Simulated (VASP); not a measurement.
Rh: single point with PBE

The system is Rh.

```
CELL_PARAMETERS angstrom
-0.14768 1.67639 1.69617
2.15137 0.00310 1.54540
2.35204 1.72628 -0.19757
ATOMIC_POSITIONS crystal
Rh 0.00000 0.00000 0.00000
```

```yaml
Program: VASP 6.6.1
Task: single point
Functional: PBE
Potentials_or_basis: VASP PAW PBE potentials, release 64 (Rh_pv)
Cutoff: 520 eV
k_mesh: 16 × 16 × 16
Occupations: gaussian, width 0.15 eV
Spin: no spin polarisation
Dipole_correction: no
Further_INCAR_settings: ALGO = Fast; EDIFF = 1e-06; NBANDS = 14
```

* Pressure: 32.9 GPa

Stress tensor (GPa, compression positive):
```
-5.35 -1.76  8.08
-1.76 45.96  9.57
 8.08  9.57 58.15
```

Levels at points of the mesh, in eV from the Fermi level:
| k point | band 5 | band 6 | band 7 | band 8 | band 9 | band 10 |
| --- | --- | --- | --- | --- | --- | --- |
| (0.00, 0.00, 0.00) | -5.48 | -3.90 | -1.08 | -1.04 | 0.98 | 16.47 |
| (0.50, 0.00, 0.00) | -4.23 | -1.80 | -0.21 | 0.59 | 0.65 | 9.21 |
| (0.00, 0.50, 0.00) | -5.15 | -1.33 | 0.73 | 1.58 | 1.97 | 10.63 |
| (0.50, 0.50, 0.00) | -5.51 | -1.83 | 1.05 | 2.88 | 6.02 | 11.41 |
| (0.00, 0.00, 0.50) | -4.52 | -1.36 | -0.10 | 0.13 | 0.39 | 8.25 |
| (0.50, 0.00, 0.50) | -5.59 | -0.76 | 0.18 | 2.96 | 6.03 | 9.48 |
| (0.00, 0.50, 0.50) | -6.13 | 0.04 | 0.49 | 0.84 | 1.20 | 7.75 |
| (0.50, 0.50, 0.50) | -4.67 | -1.80 | 0.41 | 1.67 | 2.08 | 10.88 |

It took 6.7 min on 1 thread of Intel(R) Xeon(R) Platinum 8259CL CPU @ 2.50GHz (Skylake/Cascade Lake), with other jobs on the host, peak memory 0.44 GiB.
